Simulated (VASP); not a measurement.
# Gd (P6_3/mmc) in VASP: further runs

Gd is run at these levels: revPBE, RPBE+D4; tasks: single point.

Everything below comes from runs of VASP 6.6.1. Logs are shortened: lines on timing, memory, paths and dates and some standing lists are left out, and cuts for length are marked.

## 1. The cell of the first run

The structure is hexagonal, space group P6_3/mmc (No. 194). The conventional cell has a = 3.693 Å, b = 3.693 Å, c = 5.913 Å, α = 90.00°, β = 90.00°, γ = 120.00°. Within 4.8 Å of Gd (site symmetry -6m2) lie 12 Gd at 3.65 to 3.69 Å.

## 2. Single point, revPBE, collinear spin, ferromagnetic start

The input, INCAR:

```
SYSTEM = Gd
PREC     = Accurate       ! precision mode
ENCUT    = 520            ! plane-wave cutoff, eV
EDIFF    = 1E-6           ! SCF threshold, eV
ISMEAR   = -1             ! smearing method
SIGMA    = 0.05           ! smearing width, eV
LREAL    = .FALSE.        ! projectors in reciprocal space
LASPH    = .TRUE.         ! aspherical terms in the spheres
NELM     = 150            ! most SCF steps
ALGO     = Normal         ! electronic algorithm
ISIF     = 2              ! what is computed and relaxed
LWAVE    = .FALSE.        ! write WAVECAR
LCHARG   = .FALSE.        ! write CHGCAR
ISPIN    = 2              ! spin polarisation
MAGMOM   = 7 7            ! initial moments
LORBIT   = 11             ! projections on sites
LMAXMIX  = 6              ! l up to which the mixer works
GGA      = RE             ! functional
NBANDS   = 29             ! bands
```

The input, KPOINTS:

```
Automatic mesh
0
G
  8 8 5
  0 0 0
```

The input, POSCAR:

```
Gd
1.0
    3.6932285520      0.0000000000      0.0000000000
   -1.8466142760      3.1984297481      0.0000000000
    0.0000000000      0.0000000000      5.9134379757
Gd
2
Direct
    0.6666666667      0.3333333333      0.7500000000
    0.3333333333      0.6666666667      0.2500000000
```

Potentials or basis: VASP PAW PBE potentials, release 64 (Gd).

Run with:

```
> cat potpaw_PBE.64/Gd/POTCAR > POTCAR
> mpirun -np 1 vasp_std > vasp.out
```

OUTCAR:

```text
SYSTEM = Gd
   PREC = Accurate
   ENCUT = 520
   EDIFF = 1E-6
   ISMEAR = -1
   LREAL = .FALSE.
   LASPH = .TRUE.
   NELM = 150
   ISIF = 2
   ISPIN = 2
   LORBIT = 11
   GGA = RE

 ion  position               nearest neighbor table
   1  0.667  0.333  0.750-
   2  0.333  0.667  0.250-

  LATTYP: Found a hexagonal cell.
 ALAT       =     3.6932285520
 C/A-ratio  =     1.6011567907

  Lattice vectors:

 A1 = (   3.6932285520,   0.0000000000,   0.0000000000)
 A2 = (  -1.8466142760,   3.1984297481,   0.0000000000)
 A3 = (   0.0000000000,   0.0000000000,   5.9134379757)

Analysis of symmetry for initial positions (statically):
=====================================================================
 Subroutine PRICEL returns:
 Original cell was already a primitive cell.

 Routine SETGRP: Setting up the symmetry group for a
 hexagonal supercell.

 Subroutine GETGRP returns: Found 24 space group operations
 (whereof 12 operations were pure point group operations)
 out of a pool of 24 trial point group operations.

The static configuration has the point symmetry D_3d.
 The point group associated with its full space group is D_6h.

Analysis of symmetry for dynamics (positions and initial velocities):
=====================================================================
 Subroutine PRICEL returns:
 Original cell was already a primitive cell.

 Routine SETGRP: Setting up the symmetry group for a
 hexagonal supercell.

 Subroutine GETGRP returns: Found 24 space group operations
 (whereof 12 operations were pure point group operations)
 out of a pool of 24 trial point group operations.

The dynamic configuration has the point symmetry D_3d.
 The point group associated with its full space group is D_6h.

Analysis of structural, dynamic, and magnetic symmetry:
=====================================================================
 Subroutine PRICEL returns:
 Original cell was already a primitive cell.

 Routine SETGRP: Setting up the symmetry group for a
 hexagonal supercell.

 Subroutine GETGRP returns: Found 24 space group operations
 (whereof 12 operations were pure point group operations)
 out of a pool of 24 trial point group operations.

The overall configuration has the point symmetry D_3d.
 The point group associated with its full space group is D_6h.

 Subroutine INISYM returns: Found 24 space group operations
 (whereof 12 operations are pure point group operations),
 and found     1 'primitive' translations

----------------------------------------------------------------------------------------

                                     Primitive cell

  volume of cell :      69.8527

  direct lattice vectors                    reciprocal lattice vectors
     3.693228552  0.000000000  0.000000000     0.270765804  0.156326710  0.000000000
    -1.846614276  3.198429748  0.000000000     0.000000000  0.312653420  0.000000000
     0.000000000  0.000000000  5.913437976     0.000000000  0.000000000  0.169106365

  length of vectors
     3.693228552  3.693228552  5.913437976     0.312653420  0.312653420  0.169106365

  position of ions in fractional coordinates (direct lattice)
     0.666666667  0.333333333  0.750000000
     0.333333333  0.666666667  0.250000000

  ion indices of the primitive-cell ions
   primitive index   ion index
                 1           1
                 2           2

----------------------------------------------------------------------------------------

 KPOINTS: Automatic mesh

Automatic generation of k-mesh.
 Grid dimensions read from file:
 generate k-points for:    8    8    5

 Generating k-lattice:

  Cartesian coordinates                     Fractional coordinates (reciprocal lattice)
     0.033845726  0.019540839  0.000000000     0.125000000 -0.000000000  0.000000000
     0.000000000  0.039081678  0.000000000     0.000000000  0.125000000  0.000000000
     0.000000000  0.000000000  0.033821273     0.000000000  0.000000000  0.200000000

  Length of vectors
     0.039081678  0.039081678  0.033821273

  Shift w.r.t. Gamma in fractional coordinates (k-lattice)
     0.000000000  0.000000000  0.000000000

 Subroutine IBZKPT returns following result:
 ===========================================

 Found     30 irreducible k-points:

 Following reciprocal coordinates:
            Coordinates               Weight
  0.000000  0.000000  0.000000      1.000000
  0.125000 -0.000000  0.000000      6.000000
  0.250000 -0.000000  0.000000      6.000000
  0.375000 -0.000000  0.000000      6.000000
  0.500000 -0.000000  0.000000      3.000000
  0.125000  0.125000  0.000000      6.000000
[... 16 lines left out ...]
  0.250000 -0.000000  0.400000     12.000000
  0.375000 -0.000000  0.400000     12.000000
 [... further k-points ...]
   k-points           NKPTS =     30   k-points in BZ     NKDIM =     30   number of bands    NBANDS=     29
   number of dos      NEDOS =    301   number of ions     NIONS =      2
   total plane-waves  NPLWV =  37632
   dimension x,y,z NGX =    28 NGY =   28 NGZ =   48
   dimension x,y,z NGXF=    56 NGYF=   56 NGZF=   96
   ions per type =               2
   NGX,Y,Z   is equivalent  to a cutoff of  12.60, 12.60, 13.49 a.u.
   NGXF,Y,Z  is equivalent  to a cutoff of  25.21, 25.21, 26.99 a.u.
 SYSTEM =  Gd
   PREC   = accura    normal or accurate (medium, high low for compatibility)
   ISTART =      0    job   : 0-new  1-cont  2-samecut
   ICHARG =      2    charge: 1-file 2-atom 10-const
   ISPIN  =      2    spin polarized calculation?
   LNONCOLLINEAR =      F non collinear calculations
   LSORBIT =      F    spin-orbit coupling
   LASPH  =      T    aspherical Exc in radial PAW
   ENCUT  =  520.0 eV  38.22 Ry    6.18 a.u.   6.87  6.87 11.00*2*pi/ulx,y,z
   NELM   =    150;   NELMIN=  2; NELMDL= -5     # of ELM steps
   EDIFF  = 0.1E-05   stopping-criterion for ELM
   LREAL  =      F    real-space projection
   EDIFFG = 0.1E-04   stopping-criterion for IOM
   NSW    =      0    number of steps for IOM
   IBRION =     -1    ionic relax: 0-MD 1-quasi-New 2-CG
   NFREE  =      0    steps in history (QN), initial steepest desc. (CG)
   ISIF   =      2    stress and relaxation
   ISYM   =      2    0-nonsym 1-usesym 2-fastsym
   POTIM  = 0.5000    time-step for ionic-motion
   TEBEG  =    0.0;   TEEND  =   0.0 temperature during run
   PSTRESS=    0.0 pullay stress
   NELECT =      36.0000    total number of electrons
   NUPDOWN=      -1.0000    fix difference up-down
   EMIN   =  10.00;   EMAX   =-10.00  energy-range for DOS
   EFERMI =   0.00;   METHOD = LEGACY
   ISMEAR =    -1;   SIGMA  =   0.05  broadening in eV -4-tet -1-fermi 0-gaus
   EFERMI_NEDOS =   21; number of points for ismear=-14 and -15
   IALGO  =     38    algorithm
   IMIX   =      4    mixing-type and parameters
     AMIX     =   0.40;   BMIX     =  1.00
     AMIX_MAG =   1.60;   BMIX_MAG =  1.00
  volume/ion in A,a.u.               =      34.93       235.69
  Fermi-wavevector in a.u.,A,eV,Ry     =   1.312546  2.480353 23.439817  1.722778
  Thomas-Fermi vector in A             =   2.442931
   LORBIT       =     11    0 simple, 1 ext, 2 COOP (PROOUT), +10 PAW based schemes
   GGA     = RE    functional components
   LHFCALC =     F    Hartree Fock is set to
   AEXX    =    0.0000 exact exchange contribution
   IVDW    =     0    specifies the selected vdW correction
   LEPSILON=     F    determine dielectric tensor
   LRPA    =     F    only Hartree local field effects (RPA)
 spin polarized calculation
  energy-cutoff  :      520.00
  volume of cell :       69.85
 maximum number of plane-waves:      1890
 NGX is ok and might be reduce to    28
   NGX = 13   NGY = 13   NGZ = 21

 number of electron      35.9999996 magnetization      15.3217409

 Free energy of the ion-electron system (eV)
  ---------------------------------------------------
  ext. energy  EPLUGINS =         0.00000000
  ---------------------------------------------------
  free energy    TOTEN  =       -23.00750767 eV

  energy without entropy =      -22.97848263  energy(sigma->0) =      -22.99299515

 E-fermi :   2.8109     XC(G=0):  -9.6514

 val. band max:        2.8047819473   @ k =   0.2500   0.1250   0.2000
 cond. band min:       2.8337928787   @ k =   0.2500  -0.0000   0.0000
 fundamental gap:      0.0290109313
 Fermi energy:         2.8108785625

 spin component 1

 k-point     1 :       0.0000    0.0000    0.0000
  band No.  band energies     occupation
      1     -42.6567      1.00000
      2     -42.6041      1.00000
      3     -20.3132      1.00000
      4     -19.7997      1.00000
      5     -19.7997      1.00000
      6     -19.7133      1.00000
[... 21 lines left out ...]
     28       4.1982      0.00000
     29       4.6730      0.00000

 k-point     2 :       0.1250   -0.0000    0.0000
  band No.  band energies     occupation
      1     -42.6506      1.00000
      2     -42.6016      1.00000
      3     -20.2850      1.00000
      4     -19.8613      1.00000
      5     -19.8196      1.00000
      6     -19.7775      1.00000
[... 21 lines left out ...]
     28       4.4462      0.00000
     29       4.6727      0.00000

 k-point     3 :       0.2500   -0.0000    0.0000
  band No.  band energies     occupation
      1     -42.6353      1.00000
      2     -42.5962      1.00000
      3     -20.2092      1.00000
      4     -20.0100      1.00000
      5     -19.9256      1.00000
      6     -19.8653      1.00000
[... 638 lines left out ...]
      5     -19.8943      1.00000
      6     -19.8245      1.00000
[... 21 lines left out ...]
     28       3.8284      0.00000
     29       4.7083      0.00000

 k-point    24 :       0.3750   -0.0000    0.4000
  band No.  band energies     occupation
      1     -42.6093      1.00000
      2     -42.6014      1.00000
      3     -20.2255      1.00000
      4     -20.1833      1.00000
      5     -19.9073      1.00000
      6     -19.8619      1.00000
[... 21 lines left out ...]
     28       3.9071      0.00000
     29       4.8184      0.00000

 [... further k-points ...]

 spin component 2

 k-point     1 :       0.0000    0.0000    0.0000
  band No.  band energies     occupation
      1     -39.3677      1.00000
      2     -39.3011      1.00000
      3     -18.0461      1.00000
      4     -17.4182      1.00000
      5     -17.4182      1.00000
      6     -17.3169      1.00000
[... 21 lines left out ...]
     28       5.4129      0.00000
     29       5.8933      0.00000

 k-point     2 :       0.1250   -0.0000    0.0000
  band No.  band energies     occupation
      1     -39.3600      1.00000
      2     -39.2979      1.00000
      3     -18.0117      1.00000
      4     -17.4940      1.00000
      5     -17.4428      1.00000
      6     -17.3952      1.00000
[... 21 lines left out ...]
     28       5.6005      0.00000
     29       5.9699      0.00000

 k-point     3 :       0.2500   -0.0000    0.0000
  band No.  band energies     occupation
      1     -39.3406      1.00000
      2     -39.2910      1.00000
      3     -17.9192      1.00000
      4     -17.6769      1.00000
      5     -17.5746      1.00000
      6     -17.4987      1.00000
[... 638 lines left out ...]
      5     -17.5367      1.00000
      6     -17.4496      1.00000
[... 21 lines left out ...]
     28       5.0018      0.00000
     29       5.8593      0.00000

 k-point    24 :       0.3750   -0.0000    0.4000
  band No.  band energies     occupation
      1     -39.3076      1.00000
      2     -39.2976      1.00000
      3     -17.9370      1.00000
      4     -17.8859      1.00000
      5     -17.5531      1.00000
      6     -17.4948      1.00000
[... 21 lines left out ...]
     28       5.0913      0.00000
     29       5.9490      0.00000

 [... further k-points ...]

------------------------ aborting loop because EDIFF is reached ----------------------------------------

  FORCE on cell =-STRESS in cart. coord.  units (eV):
  Direction    XX          YY          ZZ          XY          YZ          ZX
  --------------------------------------------------------------------------------------
  -------------------------------------------------------------------------------------
  Total       -0.0512786     -0.0512786     -0.0530403      0.0000000      0.0000000     -0.0000000
  in kB       -1.1761536     -1.1761536     -1.2165598      0.0000000      0.0000000     -0.0000000
  external PRESSURE =      -1.1896224 kB  Pullay stress =       0.0000000 kB

 VOLUME and BASIS-vectors are now :
 -----------------------------------------------------------------------------
  energy-cutoff  :      520.00
  volume of cell :       69.85
      direct lattice vectors                 reciprocal lattice vectors
     3.693228552  0.000000000  0.000000000     0.270765804  0.156326710  0.000000000
    -1.846614276  3.198429748  0.000000000     0.000000000  0.312653420  0.000000000
     0.000000000  0.000000000  5.913437976     0.000000000  0.000000000  0.169106365

 POSITION                                       TOTAL-FORCE (eV/Angst)
 -----------------------------------------------------------------------------------
      1.84661      1.06614      4.43508         0.000000      0.000000      0.000000
     -0.00000      2.13229      1.47836        -0.000000      0.000000      0.000000
 -----------------------------------------------------------------------------------
    total drift:                               -0.000000      0.000000     -0.000000

  FREE ENERGIE OF THE ION-ELECTRON SYSTEM (eV)
  ---------------------------------------------------
  free  energy   TOTEN  =       -23.0075076654 eV

  energy  without entropy=      -22.9784826265  energy(sigma->0) =      -22.99299515

 total charge

# of ion       s       p       d       f       tot
--------------------------------------------------
    1        2.070   5.580   0.541   6.986  15.176
    2        2.070   5.580   0.541   6.986  15.176
--------------------------------------------------
tot          4.140  11.160   1.081  13.971  30.353

 magnetization (x)

# of ion       s       p       d       f       tot
--------------------------------------------------
    1        0.003  -0.058   0.218   6.823   6.986
    2        0.003  -0.058   0.218   6.823   6.986
--------------------------------------------------
tot          0.005  -0.115   0.436  13.645  13.972
```

Run time: 9.5 min. Hardware: 1 thread of Intel Xeon 8259CL, shared host; peak memory 0.28 GiB.

What came out:

- Free energy: -23.0075 eV
- Pressure: -0.1 GPa
- Net moment: 15.32 μB per cell
- Site moments: Gd +6.99 μB
- Valence electrons inside the program's atomic spheres: Gd 15.18

Caveat: the PAW data sets were made with another functional, which shifts forces and pressure a little; spin-orbit coupling is left out, which moves the levels of the heavy elements; semilocal functionals describe open f shells poorly, which spoils levels, moments and volumes. The state reached can hang on the start; a lower one may exist.

[end of part 1 of 2]
